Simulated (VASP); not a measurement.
# HfBr3F2 (P-1) in VASP: single point with PBE

Aim: the single point of HfBr3F2 with PBE.

All numbers are computed with VASP 6.6.1; they aren't measurements. Logs are shortened: lines on timing, memory, paths and dates and some standing lists are left out, and cuts for length are marked.

## Step 1: The cell of the first run

The typed cell holds 12 atoms: a = 5.900 Å, b = 5.920 Å, c = 12.691 Å, α = 90.55°, β = 92.26°, γ = 90.03°.

## Step 2: Single point, PBE

Input file INCAR:

```
PREC     = Accurate       # precision mode
ENCUT    = 600            # plane-wave cutoff, eV
EDIFF    = 1E-6           # SCF threshold, eV
ISMEAR   = 0              # smearing method
SIGMA    = 0.1            # smearing width, eV
LREAL    = F              # projectors in reciprocal space
LASPH    = T              # aspherical terms in the spheres
NELM     = 120            # most SCF steps
ALGO     = Normal         # electronic algorithm
ISIF     = 2              # what is computed and relaxed
LWAVE    = F              # write WAVECAR
LCHARG   = F              # write CHGCAR
GGA      = PE             # functional
NBANDS   = 57             # bands
GGA_COMPAT= F
```

Input file KPOINTS:

```
regular mesh
0
Gamma
  4 4 2
```

Input file POSCAR:

```
HfBr3F2
1.0
    5.9000930000      0.0000000000      0.0000000000
   -0.0033848810      5.9202197005      0.0000000000
   -0.5008059064     -0.1222346582     12.6804534951
Hf Br F
2 6 4
Direct
    0.0000000000      0.5000000000      0.0000000000
    0.5000000000      0.0000000000      0.0000000000
    0.3824460782      0.5009375429      0.4248855182
    0.6175539218      0.4990624571      0.5751144818
    0.5186878877      0.0039879472      0.1978503380
    0.4813121123      0.9960120528      0.8021496620
    0.0129735781      0.5049350933      0.1987821631
    0.9870264219      0.4950649067      0.8012178369
    0.7510849150      0.7505182205      0.9992951523
    0.2489150850      0.2494817795      0.0007048477
    0.7497600057      0.2517278642      0.9994638368
    0.2502399943      0.7482721358      0.0005361632
```

Potentials or basis: VASP PAW PBE potentials, release 64 (Hf_pv, Br, F).

On the command line:

```sh
cat potpaw_PBE.64/Hf_pv/POTCAR potpaw_PBE.64/Br/POTCAR potpaw_PBE.64/F/POTCAR > POTCAR
mpirun -np 1 vasp_std > vasp.out
```

OUTCAR:

```text
PREC = Accurate
   ENCUT = 600
   EDIFF = 1E-6
   ISMEAR = 0
   LREAL = F
   LASPH = T
   NELM = 120
   ISIF = 2
   GGA = PE

 ion  position               nearest neighbor table
   1  0.000  0.500  0.000-  11 2.08  12 2.08   9 2.09  10 2.09   7 2.52   8 2.52
   2  0.500  0.000  0.000-   9 2.09  10 2.09  11 2.10  12 2.10   5 2.51   6 2.51
   3  0.382  0.501  0.425-   4 2.31
   4  0.618  0.499  0.575-   3 2.31
   5  0.519  0.004  0.198-   2 2.51
   6  0.481  0.996  0.802-   2 2.51
   7  0.013  0.505  0.199-   1 2.52
   8  0.987  0.495  0.801-   1 2.52
   9  0.751  0.751  0.999-   1 2.09   2 2.09
  10  0.249  0.249  0.001-   1 2.09   2 2.09
  11  0.750  0.252  0.999-   1 2.08   2 2.10
  12  0.250  0.748  0.001-   1 2.08   2 2.10

  LATTYP: Found a triclinic cell.
 ALAT       =    13.7826391984
 B/A-ratio  =     0.4280815100
 C/A-ratio  =     0.4295418739
 COS(alpha) =     0.0005717491
 COS(beta)  =     0.0090927198
 COS(gamma) =     0.3917455152

  Lattice vectors:

 A1 = (  -5.3992870936,   0.1222346582, -12.6804534951)
 A2 = (  -5.9000930000,   0.0000000000,   0.0000000000)
 A3 = (  -0.0033848810,   5.9202197005,   0.0000000000)

Analysis of symmetry for initial positions (statically):
=====================================================================
 Subroutine PRICEL returns:
 Original cell was already a primitive cell.

 Routine SETGRP: Setting up the symmetry group for a
 triclinic supercell.

 Subroutine GETGRP returns: Found  2 space group operations
 (whereof  2 operations were pure point group operations)
 out of a pool of  2 trial point group operations.

The static configuration has the point symmetry S_2 .

Analysis of symmetry for dynamics (positions and initial velocities):
=====================================================================
 Subroutine PRICEL returns:
 Original cell was already a primitive cell.

 Routine SETGRP: Setting up the symmetry group for a
 triclinic supercell.

 Subroutine GETGRP returns: Found  2 space group operations
 (whereof  2 operations were pure point group operations)
 out of a pool of  2 trial point group operations.

The dynamic configuration has the point symmetry S_2 .

 Subroutine INISYM returns: Found  2 space group operations
 (whereof  2 operations are pure point group operations),
 and found     1 'primitive' translations

----------------------------------------------------------------------------------------

                                     Primitive cell

  volume of cell :     442.9263

  direct lattice vectors                    reciprocal lattice vectors
     5.900093000  0.000000000  0.000000000     0.169488854  0.000096905  0.006694781
    -0.003384881  5.920219700  0.000000000     0.000000000  0.168912650  0.001628252
    -0.500805906 -0.122234658 12.680453495     0.000000000  0.000000000  0.078861533

  length of vectors
     5.900093000  5.920220668 12.690927811     0.169621051  0.168920498  0.078861533

  position of ions in fractional coordinates (direct lattice)
     1.000000000  0.500000000  0.000000000
     0.500000000  0.000000000  0.000000000
     0.382446078  0.500937543  0.424885518
     0.617553922  0.499062457  0.575114482
     0.518687888  0.003987947  0.197850338
     0.481312112  0.996012053  0.802149662
     0.012973578  0.504935093  0.198782163
     0.987026422  0.495064907  0.801217837
     0.751084915  0.750518220  0.999295152
     0.248915085  0.249481780  0.000704848
     0.749760006  0.251727864  0.999463837
     0.250239994  0.748272136  0.000536163

  ion indices of the primitive-cell ions
   primitive index   ion index
                 1           1
                 2           2
                 3           3
                 4           4
                 5           5
                 6           6
                 7           7
                 8           8
                 9           9
                10          10
                11          11
                12          12

----------------------------------------------------------------------------------------

 KPOINTS: regular mesh

Automatic generation of k-mesh.
 Grid dimensions read from file:
 generate k-points for:    4    4    2

 Generating k-lattice:

  Cartesian coordinates                     Fractional coordinates (reciprocal lattice)
     0.042372213  0.000024226  0.001673695     0.250000000 -0.000000000 -0.000000000
     0.000000000  0.042228163  0.000407063     0.000000000  0.250000000  0.000000000
     0.000000000  0.000000000  0.039430766     0.000000000  0.000000000  0.500000000

  Length of vectors
     0.042405263  0.042230124  0.039430766

  Shift w.r.t. Gamma in fractional coordinates (k-lattice)
     0.000000000  0.000000000  0.000000000

 Subroutine IBZKPT returns following result:
 ===========================================

 Found     20 irreducible k-points:

 Following reciprocal coordinates:
            Coordinates               Weight
  0.000000  0.000000  0.000000      1.000000
  0.250000  0.000000  0.000000      2.000000
  0.500000  0.000000  0.000000      1.000000
  0.000000  0.250000 -0.000000      2.000000
  0.250000  0.250000  0.000000      2.000000
  0.500000  0.250000 -0.000000      2.000000
[... 12 lines left out ...]
  0.250000  0.500000  0.500000      2.000000
  0.500000  0.500000  0.500000      1.000000
   k-points           NKPTS =     20   k-points in BZ     NKDIM =     20   number of bands    NBANDS=     57
   number of dos      NEDOS =    301   number of ions     NIONS =     12
   total plane-waves  NPLWV = 248832
   dimension x,y,z NGX =    48 NGY =   48 NGZ =  108
   dimension x,y,z NGXF=    96 NGYF=   96 NGZF=  216
   ions per type =               2   6   4
   NGX,Y,Z   is equivalent  to a cutoff of  13.52, 13.48, 14.15 a.u.
   NGXF,Y,Z  is equivalent  to a cutoff of  27.05, 26.96, 28.30 a.u.
 SYSTEM =  unknown system
   PREC   = accura    normal or accurate (medium, high low for compatibility)
   ISTART =      0    job   : 0-new  1-cont  2-samecut
   ICHARG =      2    charge: 1-file 2-atom 10-const
   ISPIN  =      1    spin polarized calculation?
   LNONCOLLINEAR =      F non collinear calculations
   LSORBIT =      F    spin-orbit coupling
   LASPH  =      T    aspherical Exc in radial PAW
   ENCUT  =  600.0 eV  44.10 Ry    6.64 a.u.  11.78 11.82 25.35*2*pi/ulx,y,z
   NELM   =    120;   NELMIN=  2; NELMDL= -5     # of ELM steps
   EDIFF  = 0.1E-05   stopping-criterion for ELM
   LREAL  =      F    real-space projection
   EDIFFG = 0.1E-04   stopping-criterion for IOM
   NSW    =      0    number of steps for IOM
   IBRION =     -1    ionic relax: 0-MD 1-quasi-New 2-CG
   NFREE  =      0    steps in history (QN), initial steepest desc. (CG)
   ISIF   =      2    stress and relaxation
   ISYM   =      2    0-nonsym 1-usesym 2-fastsym
   POTIM  = 0.5000    time-step for ionic-motion
   TEBEG  =    0.0;   TEEND  =   0.0 temperature during run
   PSTRESS=    0.0 pullay stress
   NELECT =      90.0000    total number of electrons
   NUPDOWN=      -1.0000    fix difference up-down
   EMIN   =  10.00;   EMAX   =-10.00  energy-range for DOS
   EFERMI =   0.00;   METHOD = LEGACY
   ISMEAR =     0;   SIGMA  =   0.10  broadening in eV -4-tet -1-fermi 0-gaus
   EFERMI_NEDOS =   21; number of points for ismear=-14 and -15
   IALGO  =     38    algorithm
   IMIX   =      4    mixing-type and parameters
     AMIX     =   0.40;   BMIX     =  1.00
     AMIX_MAG =   1.60;   BMIX_MAG =  1.00
  volume/ion in A,a.u.               =      36.91       249.08
  Fermi-wavevector in a.u.,A,eV,Ry     =   0.962451  1.818768 12.603232  0.926311
  Thomas-Fermi vector in A             =   2.091911
   LORBIT       =      0    0 simple, 1 ext, 2 COOP (PROOUT), +10 PAW based schemes
   GGA     = PE    functional components
   LHFCALC =     F    Hartree Fock is set to
   AEXX    =    0.0000 exact exchange contribution
   IVDW    =     0    specifies the selected vdW correction
   LEPSILON=     F    determine dielectric tensor
   LRPA    =     F    only Hartree local field effects (RPA)
 non-spin polarized calculation
 Gauss-broadening in eV      SIGMA  =   0.10
  energy-cutoff  :      600.00
  volume of cell :      442.93
 maximum number of plane-waves:     14820
   NGX = 23   NGY = 23   NGZ = 51

 number of electron      89.9999986 magnetization

 Free energy of the ion-electron system (eV)
  ---------------------------------------------------
  ext. energy  EPLUGINS =         0.00000000
  ---------------------------------------------------
  free energy    TOTEN  =       -62.53700993 eV

  energy without entropy =      -62.53700993  energy(sigma->0) =      -62.53700993

 E-fermi :  -1.2315     XC(G=0):  -6.4497

 val. band max:       -1.7846412048   @ k =   0.5000   0.5000   0.0000
 cond. band min:      -0.2101976180   @ k =   0.0000   0.0000   0.5000
 fundamental gap:      1.5744435867
 Fermi energy:        -1.2315416723

 k-point     1 :       0.0000    0.0000    0.0000
  band No.  band energies     occupation
      1     -34.4079      2.00000
      2     -34.4027      2.00000
      3     -34.1470      2.00000
      4     -34.1435      2.00000
      5     -33.8132      2.00000
      6     -33.7050      2.00000
[... 49 lines left out ...]
     56       4.1741      0.00000
     57       4.1855      0.00000

 k-point     2 :       0.2500    0.0000    0.0000
  band No.  band energies     occupation
      1     -34.3772      2.00000
      2     -34.3715      2.00000
      3     -34.1821      2.00000
      4     -34.1785      2.00000
      5     -33.8132      2.00000
      6     -33.7050      2.00000
[... 49 lines left out ...]
     56       4.0904      0.00000
     57       4.6388      0.00000

 k-point     3 :       0.5000    0.0000    0.0000
  band No.  band energies     occupation
      1     -34.3274      2.00000
      2     -34.3195      2.00000
      3     -34.2372      2.00000
      4     -34.2335      2.00000
      5     -33.8131      2.00000
      6     -33.7050      2.00000
[... 954 lines left out ...]
      1     -34.3791      2.00000
      2     -34.3739      2.00000
      3     -34.1787      2.00000
      4     -34.1780      2.00000
      5     -33.8131      2.00000
      6     -33.7050      2.00000
[... 49 lines left out ...]
     56       4.3264      0.00000
     57       4.4131      0.00000

 k-point    20 :       0.5000    0.5000    0.5000
  band No.  band energies     occupation
      1     -34.4110      2.00000
      2     -34.4060      2.00000
      3     -34.1427      2.00000
      4     -34.1421      2.00000
      5     -33.8131      2.00000
      6     -33.7050      2.00000
[... 49 lines left out ...]
     56       4.3623      0.00000
     57       4.4954      0.00000

------------------------ aborting loop because EDIFF is reached ----------------------------------------

  FORCE on cell =-STRESS in cart. coord.  units (eV):
  Direction    XX          YY          ZZ          XY          YZ          ZX
  --------------------------------------------------------------------------------------
  -------------------------------------------------------------------------------------
  Total       -1.6049586     -1.6893755     -0.9116569      0.0629850     -0.0054925      0.0165739
  in kB       -5.8055443     -6.1109020     -3.2976956      0.2278329     -0.0198678      0.0599521
  external PRESSURE =      -5.0713806 kB  Pullay stress =       0.0000000 kB

 VOLUME and BASIS-vectors are now :
 -----------------------------------------------------------------------------
  energy-cutoff  :      600.00
  volume of cell :      442.93
      direct lattice vectors                 reciprocal lattice vectors
     5.900093000  0.000000000  0.000000000     0.169488854  0.000096905  0.006694781
    -0.003384881  5.920219700  0.000000000     0.000000000  0.168912650  0.001628252
    -0.500805906 -0.122234658 12.680453495     0.000000000  0.000000000  0.078861533

 POSITION                                       TOTAL-FORCE (eV/Angst)
 -----------------------------------------------------------------------------------
     -0.00169      2.96011      0.00000         0.000000      0.000000      0.000000
      2.95005      0.00000      0.00000         0.000000      0.000000      0.000000
      2.04199      2.91372      5.38774        -0.050646      0.002959     -0.078374
      3.35392      2.88426      7.29271         0.050646     -0.002959      0.078374
      2.96121     -0.00057      2.50883         0.002197     -0.002702     -0.061124
      2.43469      5.79856     10.17162        -0.002197      0.002702      0.061124
     -0.02472      2.96503      2.52065        -0.002805     -0.003467     -0.077051
      5.42062      2.83296     10.15981         0.002805      0.003467      0.077051
      3.92848      4.32108     12.67152         0.015105     -0.018091      0.004539
      1.46742      1.47690      0.00894        -0.015105      0.018091     -0.004539
      3.92226      1.36812     12.67365        -0.022152     -0.026319      0.006057
      1.47364      4.42987      0.00680         0.022152      0.026319     -0.006057
 -----------------------------------------------------------------------------------
    total drift:                                0.000000      0.000000      0.000000

  FREE ENERGIE OF THE ION-ELECTRON SYSTEM (eV)
  ---------------------------------------------------
  free  energy   TOTEN  =       -62.5370099268 eV

  energy  without entropy=      -62.5370099268  energy(sigma->0) =      -62.53700993
```

Wall time 23 min (1 thread of Intel Xeon 8259CL, shared host); peak memory 0.88 GiB.

Results:

| Quantity | Value |
| --- | --- |
| Free energy | -62.5370 eV |
| Pressure | -0.5 GPa |
| Largest force | 0.093 eV/Å |
| Band gap on the k mesh | 1.57 eV (least direct gap 1.61 eV) |

Forces on the atoms (eV/Å):
```
Hf   0.000  0.000  0.000
Hf   0.000  0.000  0.000
Br  -0.051  0.003 -0.078
Br   0.051 -0.003  0.078
Br   0.002 -0.003 -0.061
Br  -0.002  0.003  0.061
Br  -0.003 -0.003 -0.077
Br   0.003  0.003  0.077
F    0.015 -0.018  0.005
F   -0.015  0.018 -0.005
F   -0.022 -0.026  0.006
F    0.022  0.026 -0.006
```

Stress tensor (GPa, compression positive):
```
-0.58  0.02  0.01
 0.02 -0.61  0.00
 0.01  0.00 -0.33
```

Caveat: spin-orbit coupling is left out, which moves the levels of the heavy elements.
